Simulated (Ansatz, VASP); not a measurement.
## One calculation of Hf, two programs

The input INCAR:

```
SYSTEM = Hf
ALGO = Fast ; EDIFF = 1E-6
ENCUT = 520 ; ISIF = 2
ISMEAR = 0 ; LASPH = .TRUE.
LCHARG = .TRUE. ; LELF = .TRUE.
LREAL = .FALSE. ; LVHAR = .TRUE.
LWAVE = .FALSE. ; NBANDS = 11
NELM = 100 ; PREC = Accurate
SIGMA = 0.15
```

KPOINTS

```
k-points
0
G
  20 20 20
  0 0 0
```

POSCAR

```
Hf
1.0
    0.0000000000      2.6419278582      1.6623010084
    2.6419278582      0.0000000000      1.6623010084
    2.6419278582      2.6419278582      0.0000000000
Hf
1
Direct
    0.0000000000      0.0000000000      0.0000000000
```

Input for Ansatz:

```yaml
crystal:
  lattice:
    - [0.0, 2.6419278582, 1.6623010084]
    - [2.6419278582, 0.0, 1.6623010084]
    - [2.6419278582, 2.6419278582, 0.0]
  atoms:
    - { symbol: Hf, position: [0.0, 0.0, 0.0] }
basis:
  ecutwfc: 420
kpoints:
  mp_grid: { grid: [20, 20, 20] }
hamiltonian:
  xc: lda
scf:
  occupations: { method: gaussian, width: 0.15 }
output:
  forces: true
  stress: true
  eigenvalues: true
```

Alike in both runs: task single point; functional LDA; k mesh 20 × 20 × 20; occupations gaussian, width 0.15 eV; no spin polarisation.

|  | VASP | Ansatz |
| --- | --- | --- |
| version | VASP 6.6.1 | Ansatz 0.2.0 |
| potentials or method | VASP PAW LDA potentials, release 64 (Hf_pv), cutoff 520 eV | scalar-relativistic, plane waves, PAW |
| valence electrons in the cell | 10 | 26 |

|  | VASP | Ansatz | Ansatz less VASP |
| --- | --- | --- | --- |
| gap on the k mesh at the Fermi level (eV) | none | none | - |
| pressure (GPa) | -11.5 | -11.5 | -0.03 |
| traceless stress, the component that is largest in VASP (GPa) | -2.40 | -2.37 | +0.030 |

LDA's correlation is that of Perdew and Zunger in VASP and of Perdew and Wang (1992) in Ansatz. A gap of «none» marks a metal or a gap that the smearing closes. VASP's potentials hold 10 valence electrons a cell and Ansatz's 26, so a difference there can come from the potentials and not from the codes.

Spin-orbit coupling is off throughout.
